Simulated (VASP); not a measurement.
# AlRu in VASP: further runs, part 2 of 2

VASP 6.6.1. The steps go on from the part before.

## 3. Single point, RPBE+D3(BJ)

This run uses another cell than the first one, of 11.80 Å³/atom.

INCAR reads:

```
SYSTEM = AlRu
PREC = Accurate
ENCUT = 520
EDIFF = 1E-6
ISMEAR = -1
SIGMA = 0.05
LREAL = .False.
LASPH = .True.
NELM = 60
ALGO = Fast
ISIF = 2
LWAVE = .False.
LCHARG = .False.
GGA = RP
IVDW = 12
NBANDS = 16
```

KPOINTS reads:

```
regular mesh
0
Gamma
  9 9 9
  0 0 0
```

POSCAR reads:

```
AlRu
1.0
    2.8685035914      0.0000000000      0.0000000000
    0.0000000000      2.8685035914      0.0000000000
    0.0000000000      0.0000000000      2.8685035914
Ru Al
1 1
Direct
    0.5000000000      0.5000000000      0.5000000000
    0.0000000000      0.0000000000      0.0000000000
```

Potentials or basis: VASP PAW PBE potentials, release 64 (Ru_pv, Al).

Command:

```console
> cat potpaw_PBE.64/Ru_pv/POTCAR potpaw_PBE.64/Al/POTCAR > POTCAR
> mpirun -np 1 vasp_std > vasp.out
```

OUTCAR:

```text
SYSTEM = AlRu
   PREC = Accurate
   ENCUT = 520
   EDIFF = 1E-6
   ISMEAR = -1
   LREAL = .False.
   LASPH = .True.
   NELM = 60
   ISIF = 2
   GGA = RP
   IVDW = 12
 IVDW          = 12

 ion  position               nearest neighbor table
   1  0.500  0.500  0.500-   2 2.48   2 2.48   2 2.48   2 2.48   2 2.48   2 2.48   2 2.48   2 2.48

   2  0.000  0.000  0.000-   1 2.48   1 2.48   1 2.48   1 2.48   1 2.48   1 2.48   1 2.48   1 2.48

  LATTYP: Found a simple cubic cell.
 ALAT       =     2.8685035914

  Lattice vectors:

 A1 = (   2.8685035914,   0.0000000000,   0.0000000000)
 A2 = (   0.0000000000,   2.8685035914,   0.0000000000)
 A3 = (   0.0000000000,   0.0000000000,   2.8685035914)

Analysis of symmetry for initial positions (statically):
=====================================================================
 Subroutine PRICEL returns:
 Original cell was already a primitive cell.

 Routine SETGRP: Setting up the symmetry group for a
 simple cubic supercell.

 Subroutine GETGRP returns: Found 48 space group operations
 (whereof 48 operations were pure point group operations)
 out of a pool of 48 trial point group operations.

The static configuration has the point symmetry O_h .

Analysis of symmetry for dynamics (positions and initial velocities):
=====================================================================
 Subroutine PRICEL returns:
 Original cell was already a primitive cell.

 Routine SETGRP: Setting up the symmetry group for a
 simple cubic supercell.

 Subroutine GETGRP returns: Found 48 space group operations
 (whereof 48 operations were pure point group operations)
 out of a pool of 48 trial point group operations.

The dynamic configuration has the point symmetry O_h .

 Subroutine INISYM returns: Found 48 space group operations
 (whereof 48 operations are pure point group operations),
 and found     1 'primitive' translations

----------------------------------------------------------------------------------------

                                     Primitive cell

  volume of cell :      23.6029

  direct lattice vectors                    reciprocal lattice vectors
     2.868503591  0.000000000  0.000000000     0.348613822  0.000000000  0.000000000
     0.000000000  2.868503591  0.000000000     0.000000000  0.348613822  0.000000000
     0.000000000  0.000000000  2.868503591     0.000000000  0.000000000  0.348613822

  length of vectors
     2.868503591  2.868503591  2.868503591     0.348613822  0.348613822  0.348613822

  position of ions in fractional coordinates (direct lattice)
     0.500000000  0.500000000  0.500000000
     0.000000000  0.000000000  0.000000000

  ion indices of the primitive-cell ions
   primitive index   ion index
                 1           1
                 2           2

----------------------------------------------------------------------------------------

 KPOINTS: regular mesh

Automatic generation of k-mesh.
 Grid dimensions read from file:
 generate k-points for:    9    9    9

 Generating k-lattice:

  Cartesian coordinates                     Fractional coordinates (reciprocal lattice)
     0.038734869  0.000000000  0.000000000     0.111111111  0.000000000  0.000000000
     0.000000000  0.038734869  0.000000000     0.000000000  0.111111111  0.000000000
     0.000000000  0.000000000  0.038734869     0.000000000  0.000000000  0.111111111

  Length of vectors
     0.038734869  0.038734869  0.038734869

  Shift w.r.t. Gamma in fractional coordinates (k-lattice)
     0.000000000  0.000000000  0.000000000

 Subroutine IBZKPT returns following result:
 ===========================================

 Found     35 irreducible k-points:

 Following reciprocal coordinates:
            Coordinates               Weight
  0.000000  0.000000  0.000000      1.000000
  0.111111  0.000000  0.000000      6.000000
  0.222222  0.000000  0.000000      6.000000
  0.333333  0.000000  0.000000      6.000000
  0.444444  0.000000  0.000000      6.000000
  0.111111  0.111111  0.000000     12.000000
[... 16 lines left out ...]
  0.333333  0.333333  0.111111     24.000000
  0.444444  0.333333  0.111111     48.000000
 [... further k-points ...]
   k-points           NKPTS =     35   k-points in BZ     NKDIM =     35   number of bands    NBANDS=     16
   number of dos      NEDOS =    301   number of ions     NIONS =      2
   total plane-waves  NPLWV =  13824
   dimension x,y,z NGX =    24 NGY =   24 NGZ =   24
   dimension x,y,z NGXF=    48 NGYF=   48 NGZF=   48
   ions per type =               1   1
   NGX,Y,Z   is equivalent  to a cutoff of  13.91, 13.91, 13.91 a.u.
   NGXF,Y,Z  is equivalent  to a cutoff of  27.82, 27.82, 27.82 a.u.
 SYSTEM =  AlRu
   PREC   = accura    normal or accurate (medium, high low for compatibility)
   ISTART =      0    job   : 0-new  1-cont  2-samecut
   ICHARG =      2    charge: 1-file 2-atom 10-const
   ISPIN  =      1    spin polarized calculation?
   LNONCOLLINEAR =      F non collinear calculations
   LSORBIT =      F    spin-orbit coupling
   LASPH  =      T    aspherical Exc in radial PAW
   ENCUT  =  520.0 eV  38.22 Ry    6.18 a.u.   5.33  5.33  5.33*2*pi/ulx,y,z
   NELM   =     60;   NELMIN=  2; NELMDL= -5     # of ELM steps
   EDIFF  = 0.1E-05   stopping-criterion for ELM
   LREAL  =      F    real-space projection
   EDIFFG = 0.1E-04   stopping-criterion for IOM
   NSW    =      0    number of steps for IOM
   IBRION =     -1    ionic relax: 0-MD 1-quasi-New 2-CG
   NFREE  =      0    steps in history (QN), initial steepest desc. (CG)
   ISIF   =      2    stress and relaxation
   ISYM   =      2    0-nonsym 1-usesym 2-fastsym
   POTIM  = 0.5000    time-step for ionic-motion
   TEBEG  =    0.0;   TEEND  =   0.0 temperature during run
   PSTRESS=    0.0 pullay stress
   NELECT =      17.0000    total number of electrons
   NUPDOWN=      -1.0000    fix difference up-down
   EMIN   =  10.00;   EMAX   =-10.00  energy-range for DOS
   EFERMI =   0.00;   METHOD = LEGACY
   ISMEAR =    -1;   SIGMA  =   0.05  broadening in eV -4-tet -1-fermi 0-gaus
   EFERMI_NEDOS =   21; number of points for ismear=-14 and -15
   IALGO  =     68    algorithm
   IMIX   =      4    mixing-type and parameters
     AMIX     =   0.40;   BMIX     =  1.00
     AMIX_MAG =   1.60;   BMIX_MAG =  1.00
  volume/ion in A,a.u.               =      11.80        79.64
  Fermi-wavevector in a.u.,A,eV,Ry     =   1.467469  2.773115 29.299692  2.153467
  Thomas-Fermi vector in A             =   2.583083
   LORBIT       =      0    0 simple, 1 ext, 2 COOP (PROOUT), +10 PAW based schemes
   GGA     = RP    functional components
   LHFCALC =     F    Hartree Fock is set to
   AEXX    =    0.0000 exact exchange contribution
   IVDW    =    12    specifies the selected vdW correction
   LEPSILON=     F    determine dielectric tensor
   LRPA    =     F    only Hartree local field effects (RPA)
 non-spin polarized calculation
 RMM-DIIS sequential band-by-band and
  energy-cutoff  :      520.00
  volume of cell :       23.60
 maximum number of plane-waves:       655
 NGX is ok and might be reduce to    24
   NGX = 11   NGY = 11   NGZ = 11

 number of electron      17.0000004 magnetization

 Free energy of the ion-electron system (eV)
  ---------------------------------------------------
  ext. energy  EPLUGINS =         0.00000000
  ---------------------------------------------------
  free energy    TOTEN  =       -12.91872239 eV

  energy without entropy =      -12.90550155  energy(sigma->0) =      -12.91211197

 E-fermi :  12.5979     XC(G=0): -13.1614

 val. band max:       12.5830814430   @ k =   0.4444   0.1111   0.1111
 cond. band min:      12.6101216236   @ k =   0.4444   0.4444   0.1111
 fundamental gap:      0.0270401806
 Fermi energy:        12.5979299336

 k-point     1 :       0.0000    0.0000    0.0000
  band No.  band energies     occupation
      1     -29.1454      2.00000
      2     -29.1454      2.00000
      3     -29.1454      2.00000
      4       2.2809      2.00000
      5       8.3704      2.00000
      6       8.3704      2.00000
[... 8 lines left out ...]
     15      24.8329      0.00000
     16      30.4806      0.00000
[... 419 lines left out ...]
 k-point    24 :       0.4444    0.3333    0.1111
  band No.  band energies     occupation
      1     -29.4309      2.00000
      2     -29.3526      2.00000
      3     -29.1322      2.00000
      4       6.2394      2.00000
      5       8.4488      2.00000
      6       9.7779      2.00000
[... 8 lines left out ...]
     15      26.9165      0.00000
     16      27.2676      0.00000

 [... further k-points ...]

------------------------ aborting loop because EDIFF is reached ----------------------------------------

 Edisp (eV)   -6.33704

 E8    (eV) :    -4.2385

  FORCE on cell =-STRESS in cart. coord.  units (eV):
  Direction    XX          YY          ZZ          XY          YZ          ZX
  --------------------------------------------------------------------------------------
  -------------------------------------------------------------------------------------
  Total      -0.02459    -0.02459    -0.02459     0.00000     0.00000     0.00000
  in kB      -1.66948    -1.66948    -1.66948     0.00000     0.00000     0.00000
  external pressure =       -1.67 kB  Pullay stress =        0.00 kB

 VOLUME and BASIS-vectors are now :
 -----------------------------------------------------------------------------
  energy-cutoff  :      520.00
  volume of cell :       23.60
      direct lattice vectors                 reciprocal lattice vectors
     2.868503591  0.000000000  0.000000000     0.348613822  0.000000000  0.000000000
     0.000000000  2.868503591  0.000000000     0.000000000  0.348613822  0.000000000
     0.000000000  0.000000000  2.868503591     0.000000000  0.000000000  0.348613822

 POSITION                                       TOTAL-FORCE (eV/Angst)
 -----------------------------------------------------------------------------------
      1.43425      1.43425      1.43425         0.000000      0.000000      0.000000
      0.00000      0.00000      0.00000         0.000000      0.000000      0.000000
 -----------------------------------------------------------------------------------
    total drift:                                0.000000     -0.000000     -0.000000

  FREE ENERGIE OF THE ION-ELECTRON SYSTEM (eV)
  ---------------------------------------------------
  free  energy   TOTEN  =       -19.2557581802 eV

  energy  without entropy=      -19.2425373420  energy(sigma->0) =      -19.24914776
```

OSZICAR:

```text
N       E                     dE             d eps       ncg     rms          rms(c)
DAV:   1     0.120916538263E+03    0.12092E+03   -0.91166E+03  1136   0.100E+03
DAV:   2    -0.116224645164E+02   -0.13254E+03   -0.12612E+03  1336   0.302E+02
DAV:   3    -0.135682423931E+02   -0.19458E+01   -0.19409E+01  1504   0.382E+01
DAV:   4    -0.135805584280E+02   -0.12316E-01   -0.12305E-01  1320   0.326E+00
DAV:   5    -0.135807160788E+02   -0.15765E-03   -0.15765E-03  1328   0.365E-01    0.158E+01
RMM:   6    -0.129720862319E+02    0.60863E+00   -0.16811E+00  1145   0.103E+01    0.345E+00
RMM:   7    -0.129319478531E+02    0.40138E-01   -0.80106E-02  1185   0.239E+00    0.278E+00
RMM:   8    -0.129189149979E+02    0.13033E-01   -0.12996E-02  1258   0.951E-01    0.170E-01
RMM:   9    -0.129187169840E+02    0.19801E-03   -0.12662E-03  1301   0.323E-01    0.154E-01
RMM:  10    -0.129187270621E+02   -0.10078E-04   -0.26080E-04  1315   0.153E-01    0.218E-02
RMM:  11    -0.129187219813E+02    0.50808E-05   -0.77000E-05  1304   0.826E-02    0.288E-02
RMM:  12    -0.129187256819E+02   -0.37006E-05   -0.17555E-05  1330   0.352E-02    0.853E-02
RMM:  13    -0.129187228021E+02    0.28799E-05   -0.46787E-06  1176   0.174E-02    0.474E-02
RMM:  14    -0.129187223916E+02    0.41050E-06   -0.38687E-07   796   0.559E-03
   1 F= -.19255758E+02 E0= -.19249148E+02  d E =-.132208E-01
```

stdout:

```text
POSCAR found type information on POSCAR RuAl
 POSCAR found :  2 types and       2 ions
 scaLAPACK will be used
 -----------------------------------------------------------------------------
|                                                                             |
|                                                                             |
|     You enforced a specific xc type in the INCAR file but a different       |
|     I HOPE YOU KNOW WHAT YOU ARE DOING!                                     |
|                                                                             |
 -----------------------------------------------------------------------------

 LDA part: xc-table for (Slater+PW92), standard interpolation
 POSCAR, INCAR and KPOINTS ok, starting setup
 FFT: planning ... GRIDC
 FFT: planning ... GRID_SOFT
 FFT: planning ... GRID
 WAVECAR not read
 entering main loop
```

Wall time 15 s (1 thread of Intel Xeon 8259CL, shared host); peak memory 0.15 GiB.

Results:

```yaml
Free_energy: -19.2558 eV
Pressure: -0.2 GPa
Band_gap_on_the_k_mesh: zero (an odd number of electrons rules out a gap without spin polarisation)
Dispersion_energy_per_atom: -3.169 eV
```

Caveat: the PAW data sets were made with another functional, which shifts forces and pressure a little.
